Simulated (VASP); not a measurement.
# SnO2 in VASP: a series of runs

The runs below take SnO2 through single point, with revPBE+D3(BJ), PBE+D3(BJ), PBEsol.

All numbers are computed with VASP 6.6.1; they aren't measurements. Logs are shortened: lines on timing, memory, paths and dates and some standing lists are left out, and cuts for length are marked.

**1. The cell of the first run**

The structure is tetragonal, space group P4_2/mnm (No. 136). The conventional cell has a = 4.793 Å, b = 4.793 Å, c = 3.232 Å, α = 90.00°, β = 90.00°, γ = 90.00°. Within 2.7 Å of Sn (site symmetry mmm) lie 6 O at 2.07 to 2.08 Å. Within 2.7 Å of O (site symmetry m2m) lie 3 Sn at 2.07 to 2.08 Å and 1 O at 2.63 Å.

**2. Single point, revPBE+D3(BJ)**

INCAR

```
SYSTEM = SnO2
PREC     = Accurate       ! precision mode
ENCUT    = 520            ! plane-wave cutoff, eV
EDIFF    = 1E-7           ! SCF threshold, eV
ISMEAR   = -1             ! smearing method
SIGMA    = 0.05           ! smearing width, eV
LREAL    = .False.        ! projectors in reciprocal space
LASPH    = .True.         ! aspherical terms in the spheres
NELM     = 100            ! most SCF steps
ALGO     = Normal         ! electronic algorithm
ISIF     = 2              ! what is computed and relaxed
LWAVE    = .False.        ! write WAVECAR
LCHARG   = .True.         ! write CHGCAR
GGA      = RE             ! functional
IVDW     = 12             ! dispersion correction
LELF     = .True.         ! ELF
LVHAR    = .True.       
NBANDS   = 64             ! bands
```

KPOINTS

```
Automatic mesh
0
Gamma
  6 6 6
  0 0 0
```

POSCAR

```
SnO2
1.0
   -3.2317294725      3.3893905317      3.3893923766
    3.2317294725     -3.3893905317      3.3893923766
    3.2317294725      3.3893905317     -3.3893923766
Sn O
4 8
Direct
    0.5000000000      0.0000000000      0.0000000000
    0.5000000000      0.5000000000      0.5000000000
   -0.0000089430      0.7499910570      0.2500000000
    1.0000089430      0.2500089430      0.7500000000
    0.8060243654      0.8060300590      0.5000056936
    0.8060243654      0.3060186718     -0.0000056936
    0.3060309966      0.2500067442      0.0560242523
    0.6939824919      0.2500067442      0.4439757477
    0.3060175081      0.7499932558      0.5560242523
    0.1939756346      0.6939813282      1.0000056936
    0.6939690034      0.7499932558      0.9439757477
    0.1939756346      0.1939699410      0.4999943064
```

Potentials or basis: VASP PAW PBE potentials, release 64 (Sn_d, O).

On the command line:

```console
$ cat potpaw_PBE.64/Sn_d/POTCAR potpaw_PBE.64/O/POTCAR > POTCAR
$ mpirun -np 1 vasp_std > vasp.out
```

OUTCAR:

```text
SYSTEM = SnO2
   PREC = Accurate
   ENCUT = 520
   EDIFF = 1E-7
   ISMEAR = -1
   LREAL = .False.
   LASPH = .True.
   NELM = 100
   ISIF = 2
   GGA = RE
   IVDW = 12
 IVDW          = 12

 ion  position               nearest neighbor table
   1  0.500  0.000  0.000-   6 2.07  10 2.07   7 2.08  11 2.08   8 2.08   9 2.08   2 3.23   2 3.23
                             4 3.75   3 3.75   4 3.75   4 3.75   3 3.75   3 3.75   3 3.75   4 3.75
   2  0.500  0.500  0.500-   5 2.07  12 2.07   9 2.08   8 2.08  11 2.08   7 2.08   1 3.23   1 3.23
                             4 3.75   3 3.75   4 3.75   4 3.75   3 3.75   3 3.75   4 3.75   3 3.75
   3  1.000  0.750  0.250-   9 2.07  11 2.07   5 2.08   6 2.08  10 2.08  12 2.08   4 3.23   4 3.23
                             1 3.75   2 3.75   2 3.75   2 3.75   1 3.75   1 3.75   1 3.75   2 3.75
   4  0.000  0.250  0.750-   8 2.07   7 2.07  10 2.08  12 2.08   6 2.08   5 2.08   3 3.23   3 3.23
                             1 3.75   2 3.75   1 3.75   2 3.75   2 3.75   1 3.75   1 3.75   2 3.75
   5  0.806  0.806  0.500-   2 2.07   3 2.08   4 2.08
   6  0.806  0.306  1.000-   1 2.07   3 2.08   4 2.08
   7  0.306  0.250  0.056-   4 2.07   1 2.08   2 2.08
   8  0.694  0.250  0.444-   4 2.07   2 2.08   1 2.08
   9  0.306  0.750  0.556-   3 2.07   2 2.08   1 2.08
  10  0.194  0.694  0.000-   1 2.07   4 2.08   3 2.08
  11  0.694  0.750  0.944-   3 2.07   1 2.08   2 2.08
  12  0.194  0.194  0.500-   2 2.07   4 2.08   3 2.08

  LATTYP: Found a body centered tetragonal cell.
 ALAT       =     6.7787810634
 C/A-ratio  =     0.9534839501

  Lattice vectors:

 A1 = (  -3.2317294725,   3.3893905317,  -3.3893923766)
 A2 = (  -3.2317294725,  -3.3893905317,   3.3893923766)
 A3 = (   3.2317294725,   3.3893905317,   3.3893923766)

Analysis of symmetry for initial positions (statically):
=====================================================================
 Subroutine PRICEL returns:
 Original cell was already a primitive cell.

 Routine SETGRP: Setting up the symmetry group for a
 body centered tetragonal supercell.

 Subroutine GETGRP returns: Found  8 space group operations
 (whereof  4 operations were pure point group operations)
 out of a pool of 16 trial point group operations.

The static configuration has the point symmetry C_2h.
 The point group associated with its full space group is D_2h.

Analysis of symmetry for dynamics (positions and initial velocities):
=====================================================================
 Subroutine PRICEL returns:
 Original cell was already a primitive cell.

 Routine SETGRP: Setting up the symmetry group for a
 body centered tetragonal supercell.

 Subroutine GETGRP returns: Found  8 space group operations
 (whereof  4 operations were pure point group operations)
 out of a pool of 16 trial point group operations.

The dynamic configuration has the point symmetry C_2h.
 The point group associated with its full space group is D_2h.

 Subroutine INISYM returns: Found  8 space group operations
 (whereof  4 operations are pure point group operations),
 and found     1 'primitive' translations

----------------------------------------------------------------------------------------

                                     Primitive cell

  volume of cell :     148.5041

  direct lattice vectors                    reciprocal lattice vectors
    -3.231729473  3.389390532  3.389392377     0.000000000  0.147519147  0.147519067
     3.231729473 -3.389390532  3.389392377     0.154715920  0.000000000  0.147519067
     3.231729473  3.389390532 -3.389392377     0.154715920  0.147519147  0.000000000

  length of vectors
     5.781005470  5.781005470  5.781005470     0.208623522  0.213772990  0.213773045

  position of ions in fractional coordinates (direct lattice)
     0.500000000  0.000000000  0.000000000
     0.500000000  0.500000000  0.500000000
     0.999991057  0.749991057  0.250000000
     0.000008943  0.250008943  0.750000000
     0.806024365  0.806030059  0.500005694
     0.806024365  0.306018672  0.999994306
     0.306030997  0.250006744  0.056024252
     0.693982492  0.250006744  0.443975748
     0.306017508  0.749993256  0.556024252
     0.193975635  0.693981328  0.000005694
     0.693969003  0.749993256  0.943975748
     0.193975635  0.193969941  0.499994306

  ion indices of the primitive-cell ions
   primitive index   ion index
                 1           1
                 2           2
                 3           3
                 4           4
                 5           5
                 6           6
                 7           7
                 8           8
                 9           9
                10          10
                11          11
                12          12

----------------------------------------------------------------------------------------

 KPOINTS: Automatic mesh

Automatic generation of k-mesh.
 Grid dimensions read from file:
 generate k-points for:    6    6    6

 Generating k-lattice:

  Cartesian coordinates                     Fractional coordinates (reciprocal lattice)
     0.000000000  0.024586524  0.024586511     0.166666667  0.000000000  0.000000000
     0.025785987  0.000000000  0.024586511     0.000000000  0.166666667 -0.000000000
     0.025785987  0.024586524  0.000000000     0.000000000 -0.000000000  0.166666667

  Length of vectors
     0.034770587  0.035628832  0.035628841

  Shift w.r.t. Gamma in fractional coordinates (k-lattice)
     0.000000000  0.000000000  0.000000000

 Subroutine IBZKPT returns following result:
 ===========================================

 Found     46 irreducible k-points:

 Following reciprocal coordinates:
            Coordinates               Weight
  0.000000  0.000000  0.000000      1.000000
  0.166667  0.000000 -0.000000      4.000000
  0.333333  0.000000 -0.000000      4.000000
  0.500000  0.000000 -0.000000      2.000000
  0.000000  0.166667 -0.000000      4.000000
 -0.166667  0.166667 -0.000000      4.000000
[... 16 lines left out ...]
 -0.166667  0.166667  0.166667      2.000000
  0.166667  0.333333  0.166667      4.000000
 [... further k-points ...]
   k-points           NKPTS =     46   k-points in BZ     NKDIM =     46   number of bands    NBANDS=     64
   number of dos      NEDOS =    301   number of ions     NIONS =     12
   total plane-waves  NPLWV = 110592
   dimension x,y,z NGX =    48 NGY =   48 NGZ =   48
   dimension x,y,z NGXF=    96 NGYF=   96 NGZF=   96
   ions per type =               4   8
   NGX,Y,Z   is equivalent  to a cutoff of  13.80, 13.80, 13.80 a.u.
   NGXF,Y,Z  is equivalent  to a cutoff of  27.61, 27.61, 27.61 a.u.
 SYSTEM =  SnO2
   PREC   = accura    normal or accurate (medium, high low for compatibility)
   ISTART =      0    job   : 0-new  1-cont  2-samecut
   ICHARG =      2    charge: 1-file 2-atom 10-const
   ISPIN  =      1    spin polarized calculation?
   LNONCOLLINEAR =      F non collinear calculations
   LSORBIT =      F    spin-orbit coupling
   LASPH  =      T    aspherical Exc in radial PAW
   ENCUT  =  520.0 eV  38.22 Ry    6.18 a.u.  10.75 10.75 10.75*2*pi/ulx,y,z
   NELM   =    100;   NELMIN=  2; NELMDL= -5     # of ELM steps
   EDIFF  = 0.1E-06   stopping-criterion for ELM
   LREAL  =      F    real-space projection
   EDIFFG = 0.1E-05   stopping-criterion for IOM
   NSW    =      0    number of steps for IOM
   IBRION =     -1    ionic relax: 0-MD 1-quasi-New 2-CG
   NFREE  =      0    steps in history (QN), initial steepest desc. (CG)
   ISIF   =      2    stress and relaxation
   ISYM   =      2    0-nonsym 1-usesym 2-fastsym
   POTIM  = 0.5000    time-step for ionic-motion
   TEBEG  =    0.0;   TEEND  =   0.0 temperature during run
   PSTRESS=    0.0 pullay stress
   NELECT =     104.0000    total number of electrons
   NUPDOWN=      -1.0000    fix difference up-down
   EMIN   =  10.00;   EMAX   =-10.00  energy-range for DOS
   EFERMI =   0.00;   METHOD = LEGACY
   ISMEAR =    -1;   SIGMA  =   0.05  broadening in eV -4-tet -1-fermi 0-gaus
   EFERMI_NEDOS =   21; number of points for ismear=-14 and -15
   IALGO  =     38    algorithm
   IMIX   =      4    mixing-type and parameters
     AMIX     =   0.40;   BMIX     =  1.00
     AMIX_MAG =   1.60;   BMIX_MAG =  1.00
  volume/ion in A,a.u.               =      12.38        83.51
  Fermi-wavevector in a.u.,A,eV,Ry     =   1.453806  2.747295 28.756620  2.113552
  Thomas-Fermi vector in A             =   2.571030
   LORBIT       =      0    0 simple, 1 ext, 2 COOP (PROOUT), +10 PAW based schemes
   GGA     = RE    functional components
   LHFCALC =     F    Hartree Fock is set to
   AEXX    =    0.0000 exact exchange contribution
   IVDW    =    12    specifies the selected vdW correction
   LEPSILON=     F    determine dielectric tensor
   LRPA    =     F    only Hartree local field effects (RPA)
 non-spin polarized calculation
  energy-cutoff  :      520.00
  volume of cell :      148.50
 maximum number of plane-waves:      4018
 NGX is ok and might be reduce to    48
   NGX = 21   NGY = 21   NGZ = 21

 number of electron     103.9999998 magnetization

 Free energy of the ion-electron system (eV)
  ---------------------------------------------------
  ext. energy  EPLUGINS =         0.00000000
  ---------------------------------------------------
  free energy    TOTEN  =       -70.40963558 eV

  energy without entropy =      -70.40963327  energy(sigma->0) =      -70.40963443

 E-fermi :   6.2860     XC(G=0): -10.8773

 val. band max:        5.8239698064   @ k =   0.0000   0.0000   0.0000
 cond. band min:       6.7036430643   @ k =   0.0000   0.0000   0.0000
 fundamental gap:      0.8796732580
 Fermi energy:         6.2860431999

 k-point     1 :       0.0000    0.0000    0.0000
  band No.  band energies     occupation
      1     -15.2746      2.00000
      2     -15.0429      2.00000
      3     -15.0429      2.00000
      4     -14.6304      2.00000
      5     -14.6304      2.00000
      6     -14.5574      2.00000
[... 56 lines left out ...]
     63      16.6089      0.00000
     64      16.6574      0.00000

 k-point     2 :       0.1667    0.0000   -0.0000
  band No.  band energies     occupation
      1     -15.2350      2.00000
      2     -15.0977      2.00000
      3     -15.0977      2.00000
      4     -14.6026      2.00000
      5     -14.5484      2.00000
      6     -14.5484      2.00000
[... 56 lines left out ...]
     63      16.5257      0.00000
     64      16.5258      0.00000

 k-point     3 :       0.3333    0.0000   -0.0000
  band No.  band energies     occupation
      1     -15.1751      2.00000
      2     -15.1751      2.00000
      3     -15.1202      2.00000
      4     -14.7491      2.00000
      5     -14.4155      2.00000
      6     -14.4155      2.00000
[... 1396 lines left out ...]
     63      16.2337      0.00000
     64      16.5292      0.00000

 k-point    24 :       0.1667    0.3333    0.1667
  band No.  band energies     occupation
      1     -15.0031      2.00000
      2     -15.0030      2.00000
      3     -14.9330      2.00000
      4     -14.9330      2.00000
      5     -14.5457      2.00000
      6     -14.5457      2.00000
[... 56 lines left out ...]
     63      15.5661      0.00000
     64      15.5661      0.00000

 [... further k-points ...]

------------------------ aborting loop because EDIFF is reached ----------------------------------------

 Edisp (eV)   -4.98090

 E8    (eV) :    -3.3256

  FORCE on cell =-STRESS in cart. coord.  units (eV):
  Direction    XX          YY          ZZ          XY          YZ          ZX
  --------------------------------------------------------------------------------------
  -------------------------------------------------------------------------------------
  Total       0.73524     0.47991     0.47967     0.00000     0.00000     0.00000
  in kB       7.93239     5.17760     5.17505     0.00000     0.00000     0.00000
  external pressure =        6.10 kB  Pullay stress =        0.00 kB

 VOLUME and BASIS-vectors are now :
 -----------------------------------------------------------------------------
  energy-cutoff  :      520.00
  volume of cell :      148.50
      direct lattice vectors                 reciprocal lattice vectors
    -3.231729473  3.389390532  3.389392377     0.000000000  0.147519147  0.147519067
     3.231729473 -3.389390532  3.389392377     0.154715920  0.000000000  0.147519067
     3.231729473  3.389390532 -3.389392377     0.154715920  0.147519147  0.000000000

 POSITION                                       TOTAL-FORCE (eV/Angst)
 -----------------------------------------------------------------------------------
     -1.61586      1.69470      1.69470         0.000000      0.000000      0.000000
      1.61586      1.69470      1.69470         0.000000      0.000000      0.000000
      0.00000      1.69470      5.08403         0.000000      0.000000      0.000247
      3.23173      1.69470     -1.69464         0.000000      0.000000     -0.000247
      1.61590      1.69470      3.76917        -0.000037     -0.000000     -0.015033
      1.61583      5.08409      0.37978         0.000037     -0.000000     -0.015033
     -0.00000      0.37978      1.69474         0.000000     -0.015005     -0.000008
      0.00000      3.00961      1.69474         0.000000      0.015005     -0.000008
      3.23173      0.37978      1.69465        -0.000000     -0.015005      0.000008
      1.61590     -1.69470      3.00962        -0.000037      0.000000      0.015033
      3.23173      3.00961      1.69465        -0.000000      0.015005      0.000008
      1.61583      1.69470     -0.37978         0.000037      0.000000      0.015033
 -----------------------------------------------------------------------------------
    total drift:                               -0.000000     -0.000000     -0.000000

  FREE ENERGIE OF THE ION-ELECTRON SYSTEM (eV)
  ---------------------------------------------------
  free  energy   TOTEN  =       -75.3905383274 eV

  energy  without entropy=      -75.3905360194  energy(sigma->0) =      -75.39053717
```

It took 19 min on 1 thread of Intel Xeon 8259CL, shared host; peak memory 0.52 GiB.

What came out:

* Free energy: -75.3905 eV
* Pressure: 0.6 GPa
* Largest force: 0.015 eV/Å
* Band gap on the k mesh: 0.88 eV
* Dispersion energy per atom: -0.415 eV

Forces on the atoms (eV/Å):
```
Sn   0.000  0.000  0.000
Sn   0.000  0.000  0.000
Sn   0.000  0.000  0.000
Sn   0.000  0.000  0.000
O    0.000  0.000 -0.015
O    0.000  0.000 -0.015
O    0.000 -0.015  0.000
O    0.000  0.015  0.000
O    0.000 -0.015  0.000
O    0.000  0.000  0.015
O    0.000  0.015  0.000
O    0.000  0.000  0.015
```

Stress tensor (GPa, compression positive):
```
0.79 0.00 0.00
0.00 0.52 0.00
0.00 0.00 0.52
```

Levels at points of the mesh, in eV from the valence-band top:
| k point | band 49 | band 50 | band 51 | band 52 | band 53 | band 54 | band 55 | band 56 |
| --- | --- | --- | --- | --- | --- | --- | --- | --- |
| (0.00, 0.00, 0.00) | -0.79 | -0.74 | -0.74 | 0.00 | 0.88 | 4.54 | 4.54 | 5.90 |
| (0.50, 0.00, 0.00) | -0.72 | -0.72 | -0.60 | -0.60 | 4.10 | 4.10 | 6.08 | 6.08 |
| (0.00, 0.50, 0.00) | -0.82 | -0.82 | -0.49 | -0.49 | 4.21 | 4.21 | 5.84 | 5.84 |
| (0.50, 0.50, 0.00) | -0.82 | -0.82 | -0.49 | -0.49 | 4.21 | 4.21 | 5.84 | 5.84 |
| (0.50, 0.50, 0.50) | -1.20 | -1.20 | -0.86 | -0.86 | 4.50 | 4.50 | 5.81 | 5.81 |

Caveat: the PAW data sets were made with another functional, which shifts forces and pressure a little; spin-orbit coupling is left out, which moves the levels of the heavy elements.

(Part 1 of 2 ends here.)
